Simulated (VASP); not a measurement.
The system is CsBr.

```xyz
2
Lattice="4.3196 0.0000 0.0000 0.0000 4.3196 0.0000 0.0000 0.0000 4.3196" Properties=species:S:1:pos:R:3 pbc="T T T"
Cs    0.0000    0.0000    0.0000
Br    2.1598    2.1598    2.1598
```

Base run:

| Quantity | Value |
| --- | --- |
| Program | VASP 6.6.1 |
| Functional | r2SCAN |
| Potentials or basis | VASP PAW PBE potentials, release 64 (Cs_sv, Br) |
| Cutoff | 550 eV |
| k mesh | 4 × 4 × 4 |
| Occupations | gaussian, width 0.01 eV |
| Spin | no spin polarisation |

Its results: band gap on the k mesh 5.18 eV, indirect (the least direct gap lies 5.0 meV higher); pressure 0.1 GPa.

Question: The run is repeated on the same cell with these changes: functional from r2SCAN to PBEsol; cutoff from 550 eV to 500 eV. What comes out?

Answer: Band gap on the k mesh 4.24 eV, indirect (least direct gap 4.24 eV); pressure -0.7 GPa.

r2SCAN gives the wider gap, since meta-GGAs in the generalised Kohn-Sham scheme recover part of the derivative discontinuity.

Caveats: the PAW data sets were made with another functional, which shifts forces and pressure a little; spin-orbit coupling is left out, which moves the levels of the heavy elements.

